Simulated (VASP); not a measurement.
Pt: single point with PBEsol

Crystal: Pt.

```xyz
3
Lattice="0.0000 1.9595 -1.9595 -1.9595 0.0000 1.9595 3.9191 3.9191 3.9191" Properties=species:S:1:pos:R:3 pbc="T T T"
Pt    0.0000    0.0000    0.0000
Pt    0.0000    1.9595    1.9595
Pt    1.9595    3.9191    1.9595
```

```
Program             : VASP 6.6.1
Task                : single point
Functional          : PBEsol
Potentials or basis : VASP PAW PBE potentials, release 64 (Pt)
Cutoff              : 520 eV
k mesh              : 17 × 17 × 6
Occupations         : fermi-dirac, width 0.08 eV
Spin                : no spin polarisation
```

```yaml
Pressure: -0.4 GPa
Band_gap_on_the_k_mesh: zero (bands 15 and 16 overlap by 1.82 eV)
```

Levels at points of the mesh, in eV from the Fermi level:
```
           k point  band 11  band 12  band 13  band 14  band 15  band 16  band 17  band 18  band 19  band 20
(0.00, 0.00, 0.00)    -3.35    -3.35    -1.64    -1.64    -0.83    -0.83    -0.83    -0.83    10.28    10.28
(0.00, 0.00, 0.50)    -3.49    -1.74    -1.74    -1.74    -1.74    -0.56     0.04     0.04     5.81    14.17
```

It took 51 s on 1 thread of Intel(R) Xeon(R) 6975P-C (Granite Rapids) (shared host), peak memory 0.27 GiB.

Caveat: the PAW data sets were made with another functional, which shifts forces and pressure a little; spin-orbit coupling is left out, which moves the levels of the heavy elements.
